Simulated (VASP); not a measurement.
# Nb (Im-3m) in VASP: notebook, part 2 of 2

VASP 6.6.1. The steps go on from the part before.

### 3 Single point, LDA (volume scaled by 0.8)

INCAR reads:

```
  PREC = Accurate
  ENCUT = 520
  EDIFF = 1E-6
  ISMEAR = -1
  SIGMA = 0.1
  LREAL = False
  LASPH = True
  NELM = 80
  ALGO = Normal
  ISIF = 2
  LWAVE = False
  LCHARG = False
  NBANDS = 12
```

KPOINTS reads:

```
regular mesh
0
Gamma
  16 16 16
```

POSCAR reads:

```
Nb
1.0
   -1.5076314305      1.5076314305      1.5076314305
    1.5076314305     -1.5076314305      1.5076314305
    1.5076314305      1.5076314305     -1.5076314305
Nb
1
Direct
    0.0000000000      0.0000000000      0.0000000000
```

Potentials or basis: VASP PAW LDA potentials, release 64 (Nb_sv).

The run is started by

```sh
$ cat potpaw_LDA.64/Nb_sv/POTCAR > POTCAR
$ mpirun -np 1 vasp_std > vasp.out
```

OUTCAR:

```text
PREC = Accurate
   ENCUT = 520
   EDIFF = 1E-6
   ISMEAR = -1
   LREAL = False
   LASPH = True
   NELM = 80
   ISIF = 2

 ion  position               nearest neighbor table
   1  0.000  0.000  0.000-

  LATTYP: Found a body centered cubic cell.
 ALAT       =     3.0152628610

  Lattice vectors:

 A1 = (  -1.5076314305,   1.5076314305,   1.5076314305)
 A2 = (   1.5076314305,  -1.5076314305,   1.5076314305)
 A3 = (   1.5076314305,   1.5076314305,  -1.5076314305)

Analysis of symmetry for initial positions (statically):
=====================================================================
 Subroutine PRICEL returns:
 Original cell was already a primitive cell.

 Routine SETGRP: Setting up the symmetry group for a
 body centered cubic supercell.

 Subroutine GETGRP returns: Found 48 space group operations
 (whereof 48 operations were pure point group operations)
 out of a pool of 48 trial point group operations.

The static configuration has the point symmetry O_h .

Analysis of symmetry for dynamics (positions and initial velocities):
=====================================================================
 Subroutine PRICEL returns:
 Original cell was already a primitive cell.

 Routine SETGRP: Setting up the symmetry group for a
 body centered cubic supercell.

 Subroutine GETGRP returns: Found 48 space group operations
 (whereof 48 operations were pure point group operations)
 out of a pool of 48 trial point group operations.

The dynamic configuration has the point symmetry O_h .

 Subroutine INISYM returns: Found 48 space group operations
 (whereof 48 operations are pure point group operations),
 and found     1 'primitive' translations

----------------------------------------------------------------------------------------

                                     Primitive cell

  volume of cell :      13.7071

  direct lattice vectors                    reciprocal lattice vectors
    -1.507631431  1.507631431  1.507631431     0.000000000  0.331646044  0.331646044
     1.507631431 -1.507631431  1.507631431     0.331646044  0.000000000  0.331646044
     1.507631431  1.507631431 -1.507631431     0.331646044  0.331646044  0.000000000

  length of vectors
     2.611294237  2.611294237  2.611294237     0.469018334  0.469018334  0.469018334

  position of ions in fractional coordinates (direct lattice)
     0.000000000  0.000000000  0.000000000

  ion indices of the primitive-cell ions
   primitive index   ion index
                 1           1

----------------------------------------------------------------------------------------

 KPOINTS: regular mesh

Automatic generation of k-mesh.
 Grid dimensions read from file:
 generate k-points for:   16   16   16

 Generating k-lattice:

  Cartesian coordinates                     Fractional coordinates (reciprocal lattice)
     0.000000000  0.020727878  0.020727878     0.062500000  0.000000000  0.000000000
     0.020727878  0.000000000  0.020727878     0.000000000  0.062500000  0.000000000
     0.020727878  0.020727878  0.000000000     0.000000000  0.000000000  0.062500000

  Length of vectors
     0.029313646  0.029313646  0.029313646

  Shift w.r.t. Gamma in fractional coordinates (k-lattice)
     0.000000000  0.000000000  0.000000000

 Subroutine IBZKPT returns following result:
 ===========================================

 Found    145 irreducible k-points:

 Following reciprocal coordinates:
            Coordinates               Weight
  0.000000  0.000000  0.000000      1.000000
  0.062500  0.000000  0.000000     12.000000
  0.125000  0.000000  0.000000     12.000000
  0.187500  0.000000  0.000000     12.000000
  0.250000  0.000000  0.000000     12.000000
  0.312500  0.000000  0.000000     12.000000
[... 16 lines left out ...]
  0.187500  0.187500  0.000000     24.000000
  0.250000  0.187500 -0.000000     48.000000
 [... further k-points ...]
   k-points           NKPTS =    145   k-points in BZ     NKDIM =    145   number of bands    NBANDS=     12
   number of dos      NEDOS =    301   number of ions     NIONS =      1
   total plane-waves  NPLWV =   8000
   dimension x,y,z NGX =    20 NGY =   20 NGZ =   20
   dimension x,y,z NGXF=    40 NGYF=   40 NGZF=   40
   ions per type =               1
   NGX,Y,Z   is equivalent  to a cutoff of  12.73, 12.73, 12.73 a.u.
   NGXF,Y,Z  is equivalent  to a cutoff of  25.47, 25.47, 25.47 a.u.
 SYSTEM =  unknown system
   PREC   = accura    normal or accurate (medium, high low for compatibility)
   ISTART =      0    job   : 0-new  1-cont  2-samecut
   ICHARG =      2    charge: 1-file 2-atom 10-const
   ISPIN  =      1    spin polarized calculation?
   LNONCOLLINEAR =      F non collinear calculations
   LSORBIT =      F    spin-orbit coupling
   LASPH  =      T    aspherical Exc in radial PAW
   ENCUT  =  520.0 eV  38.22 Ry    6.18 a.u.   4.86  4.86  4.86*2*pi/ulx,y,z
   NELM   =     80;   NELMIN=  2; NELMDL= -5     # of ELM steps
   EDIFF  = 0.1E-05   stopping-criterion for ELM
   LREAL  =      F    real-space projection
   EDIFFG = 0.1E-04   stopping-criterion for IOM
   NSW    =      0    number of steps for IOM
   IBRION =     -1    ionic relax: 0-MD 1-quasi-New 2-CG
   NFREE  =      0    steps in history (QN), initial steepest desc. (CG)
   ISIF   =      2    stress and relaxation
   ISYM   =      2    0-nonsym 1-usesym 2-fastsym
   POTIM  = 0.5000    time-step for ionic-motion
   TEBEG  =    0.0;   TEEND  =   0.0 temperature during run
   PSTRESS=    0.0 pullay stress
   NELECT =      13.0000    total number of electrons
   NUPDOWN=      -1.0000    fix difference up-down
   EMIN   =  10.00;   EMAX   =-10.00  energy-range for DOS
   EFERMI =   0.00;   METHOD = LEGACY
   ISMEAR =    -1;   SIGMA  =   0.10  broadening in eV -4-tet -1-fermi 0-gaus
   EFERMI_NEDOS =   21; number of points for ismear=-14 and -15
   IALGO  =     38    algorithm
   IMIX   =      4    mixing-type and parameters
     AMIX     =   0.40;   BMIX     =  1.00
     AMIX_MAG =   1.60;   BMIX_MAG =  1.00
  volume/ion in A,a.u.               =      13.71        92.50
  Fermi-wavevector in a.u.,A,eV,Ry     =   1.608450  3.039529 35.199767  2.587110
  Thomas-Fermi vector in A             =   2.704317
   LORBIT       =      0    0 simple, 1 ext, 2 COOP (PROOUT), +10 PAW based schemes
   GGA     = CA    functional components
   LHFCALC =     F    Hartree Fock is set to
   AEXX    =    0.0000 exact exchange contribution
   IVDW    =     0    specifies the selected vdW correction
   LEPSILON=     F    determine dielectric tensor
   LRPA    =     F    only Hartree local field effects (RPA)
 non-spin polarized calculation
  energy-cutoff  :      520.00
  volume of cell :       13.71
 maximum number of plane-waves:       380
   NGX =  9   NGY =  9   NGZ =  9

 number of electron      13.0000001 magnetization

 Free energy of the ion-electron system (eV)
  ---------------------------------------------------
  ext. energy  EPLUGINS =         0.00000000
  ---------------------------------------------------
  free energy    TOTEN  =       -10.70286656 eV

  energy without entropy =      -10.66601222  energy(sigma->0) =      -10.68443939

 E-fermi :  15.3951     XC(G=0): -14.1814

 val. band max:       15.3937840908   @ k =  -0.3125   0.4375   0.1875
 cond. band min:      15.4042582215   @ k =   0.0625   0.0000   0.0000
 fundamental gap:      0.0104741307
 Fermi energy:        15.3950831172

 k-point     1 :       0.0000    0.0000    0.0000
  band No.  band energies     occupation
      1     -38.7441      2.00000
      2     -13.2392      2.00000
      3     -13.2392      2.00000
      4     -13.2392      2.00000
      5       9.1828      2.00000
      6      15.4382      0.78791
      7      15.4382      0.78791
      8      15.4382      0.78791
      9      19.3455      0.00000
     10      19.3455      0.00000
     11      30.1414      0.00000
     12      30.1414      0.00000
[... 331 lines left out ...]
 k-point    24 :       0.2500    0.1875   -0.0000
  band No.  band energies     occupation
      1     -38.1198      2.00000
      2     -15.6484      2.00000
      3     -14.2503      2.00000
      4     -13.5194      2.00000
      5      11.9448      2.00000
      6      13.2959      2.00000
      7      15.2499      1.62065
      8      18.5911      0.00000
      9      20.7119      0.00000
     10      23.5384      0.00000
     11      30.9260      0.00000
     12      33.3070      0.00000

 [... further k-points ...]

------------------------ aborting loop because EDIFF is reached ----------------------------------------

  FORCE on cell =-STRESS in cart. coord.  units (eV):
  Direction    XX          YY          ZZ          XY          YZ          ZX
  --------------------------------------------------------------------------------------
  -------------------------------------------------------------------------------------
  Total        5.4354152      5.4354152      5.4354152      0.0000000     -0.0000000      0.0000000
  in kB      635.3276707    635.3276707    635.3276707      0.0000000     -0.0000000      0.0000000
  external PRESSURE =     635.3276707 kB  Pullay stress =       0.0000000 kB

 VOLUME and BASIS-vectors are now :
 -----------------------------------------------------------------------------
  energy-cutoff  :      520.00
  volume of cell :       13.71
      direct lattice vectors                 reciprocal lattice vectors
    -1.507631431  1.507631431  1.507631431     0.000000000  0.331646044  0.331646044
     1.507631431 -1.507631431  1.507631431     0.331646044  0.000000000  0.331646044
     1.507631431  1.507631431 -1.507631431     0.331646044  0.331646044  0.000000000

 POSITION                                       TOTAL-FORCE (eV/Angst)
 -----------------------------------------------------------------------------------
      0.00000      0.00000      0.00000        -0.000000      0.000000     -0.000000
 -----------------------------------------------------------------------------------
    total drift:                                0.000000     -0.000000      0.000000

  FREE ENERGIE OF THE ION-ELECTRON SYSTEM (eV)
  ---------------------------------------------------
  free  energy   TOTEN  =       -10.7028665557 eV

  energy  without entropy=      -10.6660122221  energy(sigma->0) =      -10.68443939
```

OSZICAR:

```text
N       E                     dE             d eps       ncg     rms          rms(c)
DAV:   1     0.127783126008E+03    0.12778E+03   -0.73227E+03  3520   0.113E+03
DAV:   2    -0.569283587476E+01   -0.13348E+03   -0.12815E+03  3668   0.425E+02
DAV:   3    -0.106782719187E+02   -0.49854E+01   -0.46963E+01  5192   0.761E+01
DAV:   4    -0.109054708949E+02   -0.22720E+00   -0.22572E+00  4984   0.137E+01
DAV:   5    -0.109145000124E+02   -0.90291E-02   -0.90264E-02  5172   0.233E+00    0.111E+01
DAV:   6    -0.107069919190E+02    0.20751E+00   -0.37524E-01  5696   0.846E+00    0.457E+00
DAV:   7    -0.106950624469E+02    0.11929E-01   -0.14093E-01  5692   0.509E+00    0.994E-01
DAV:   8    -0.107028207433E+02   -0.77583E-02   -0.16380E-02  4344   0.167E+00    0.101E-01
DAV:   9    -0.107028762675E+02   -0.55524E-04   -0.12799E-03  4752   0.301E-01    0.678E-02
DAV:  10    -0.107028812815E+02   -0.50139E-05   -0.42725E-05  4748   0.658E-02    0.482E-02
DAV:  11    -0.107028672703E+02    0.14011E-04   -0.22226E-05  4520   0.861E-02    0.170E-02
DAV:  12    -0.107028665557E+02    0.71463E-06   -0.10022E-06  3460   0.140E-02
   1 F= -.10702867E+02 E0= -.10684439E+02  d E =-.368543E-01
```

stdout:

```text
POSCAR found type information on POSCAR Nb
 POSCAR found :  1 types and       1 ions
 scaLAPACK will be used
 LDA part: xc-table for (Slater(with rela. corr.)+CA(PZ))
 , standard interpolation
 POSCAR, INCAR and KPOINTS ok, starting setup
 FFT: planning ... GRIDC
 FFT: planning ... GRID_SOFT
 FFT: planning ... GRID
 WAVECAR not read
 entering main loop
```

It took 46 s on 1 thread of AMD EPYC, shared host; peak memory 0.1 GiB.

Results:

| Quantity | Value |
| --- | --- |
| Free energy | -10.7029 eV |
| Pressure | 63.5 GPa |

### 4 Single point, LDA (volume scaled by 0.88)

INCAR reads:

```
  ALGO = Normal
  EDIFF = 1E-6
  ENCUT = 520
  GGA = CA
  ISIF = 2
  ISMEAR = -1
  LASPH = T
  LCHARG = F
  LREAL = F
  LWAVE = F
  NBANDS = 12
  NELM = 60
  PREC = Accurate
  SIGMA = 0.1
```

KPOINTS reads:

```
k-points
0
Gamma
  16 16 16
```

POSCAR reads:

```
Nb
1.0
   -1.5562979472      1.5562979472      1.5562979472
    1.5562979472     -1.5562979472      1.5562979472
    1.5562979472      1.5562979472     -1.5562979472
Nb
1
Direct
    0.0000000000      0.0000000000      0.0000000000
```

The run is started by

```sh
$ cat potpaw_LDA.64/Nb_sv/POTCAR > POTCAR
$ mpirun -np 1 vasp_std > vasp.out
```

Run time: 47 s. Hardware: 1 thread of AMD EPYC, shared host; peak memory 0.1 GiB.

It converged, with:

```
Free energy : -11.0998 eV
Pressure    : 31.0 GPa
```

Levels at points of the mesh, in eV from the Fermi level:
```
           k point  band 2  band 3  band 4  band 5  band 6  band 7  band 8  band 9  band 10  band 11
(0.00, 0.00, 0.00)  -28.91  -28.91  -28.91   -6.15    0.22    0.22    0.22    3.76     3.76    14.65
(0.50, 0.00, 0.00)  -31.25  -29.62  -28.94   -4.56   -2.32    3.42    3.94    4.77     7.96    12.17
(0.50, 0.50, 0.50)  -30.47  -30.47  -30.47   -4.92   -4.92    6.91    6.91    6.91    10.74    10.74
```

### 5 Single point, LDA (volume scaled by 0.88)

INCAR reads:

```
PREC     = Accurate       # precision mode
ENCUT    = 520            # plane-wave cutoff, eV
EDIFF    = 1E-6           # SCF threshold, eV
ISMEAR   = -1             # smearing method
SIGMA    = 0.1            # smearing width, eV
LREAL    = F              # projectors in reciprocal space
LASPH    = T              # aspherical terms in the spheres
NELM     = 80             # most SCF steps
ALGO     = Normal         # electronic algorithm
ISIF     = 2              # what is computed and relaxed
LWAVE    = F              # write WAVECAR
LCHARG   = F              # write CHGCAR
NBANDS   = 12             # bands
```

KPOINTS reads:

```
regular mesh
0
Gamma
  16 16 16
```

POSCAR is that of step 4.

The run is started by

```sh
$ cat potpaw_LDA.64/Nb_sv/POTCAR > POTCAR
$ mpirun -np 1 vasp_std > vasp.out
```

Wall time 42 s (1 thread of AMD EPYC, shared host); peak memory 0.1 GiB.

It converged, with:

- Free energy: -11.0998 eV
- Pressure: 31.0 GPa

Levels at points of the mesh, in eV from the Fermi level:
```
           k point  band 3  band 4  band 5  band 6  band 7  band 8  band 9  band 10
(0.00, 0.00, 0.00)  -28.91  -28.91   -6.15    0.22    0.22    0.22    3.76     3.76
(0.50, 0.00, 0.00)  -29.62  -28.94   -4.56   -2.32    3.42    3.94    4.77     7.96
(0.50, 0.50, 0.50)  -30.47  -30.47   -4.92   -4.92    6.91    6.91    6.91    10.74
```

### 6 Single point, LDA (volume scaled by 0.94)

INCAR reads:

```
SYSTEM = Nb
PREC = Accurate
ENCUT = 520
EDIFF = 1E-6
ISMEAR = -1
SIGMA = 0.1
LREAL = .FALSE.
LASPH = .TRUE.
NELM = 80
ALGO = Normal
ISIF = 2
LWAVE = .FALSE.
LCHARG = .TRUE.
LELF = .TRUE.
LVHAR = .TRUE.
NBANDS = 12
```

KPOINTS reads:

```
regular mesh
0
G
  16 16 16
  0 0 0
```

POSCAR reads:

```
Nb
1.0
   -1.5908936135      1.5908936135      1.5908936135
    1.5908936135     -1.5908936135      1.5908936135
    1.5908936135      1.5908936135     -1.5908936135
Nb
1
Direct
    0.0000000000      0.0000000000      0.0000000000
```

Potentials or basis: VASP PAW LDA potentials, release 64 (Nb_sv).

The run is started by

```sh
$ cat potpaw_LDA.64/Nb_sv/POTCAR > POTCAR
$ mpirun -np 1 vasp_std > vasp.out
```

Run time: 10 s. Hardware: 1 thread of Intel Xeon 6975P-C (Granite Rapids), shared host; peak memory 0.13 GiB.

It converged, with:

```
Free energy : -11.2401 eV
Pressure    : 13.2 GPa
```

Levels at points of the mesh, in eV from the Fermi level:
```csv
k point,band 4,band 5,band 6,band 7,band 8,band 9
"(0.00, 0.00, 0.00)",-29.13,-6.09,0.28,0.28,0.28,3.57
"(0.50, 0.00, 0.00)",-29.16,-4.23,-2.06,2.97,3.69,4.46
"(0.50, 0.50, 0.50)",-30.43,-4.45,-4.45,6.42,6.42,6.42
```

### 7 The runs side by side

| cell | gap on the mesh (eV) | pressure (GPa) |
| --- | --- | --- |
| a = 2.611 Å, angles 109.5°, 1 atom | none | 63.5 |
| a = 2.696 Å, angles 109.5°, 1 atom | none | 31.0 |
| a = 2.756 Å, angles 109.5°, 1 atom | none | 13.2 |

Alike in all rows: task single point; level LDA; potentials or basis VASP PAW LDA potentials, release 64 (Nb_sv); no spin polarisation; k mesh 16 × 16 × 16; cutoff (eV) 520; smearing fermi-dirac 0.1 eV.

Total energies depend on the potentials used, so only differences within one code and one set of settings carry meaning.
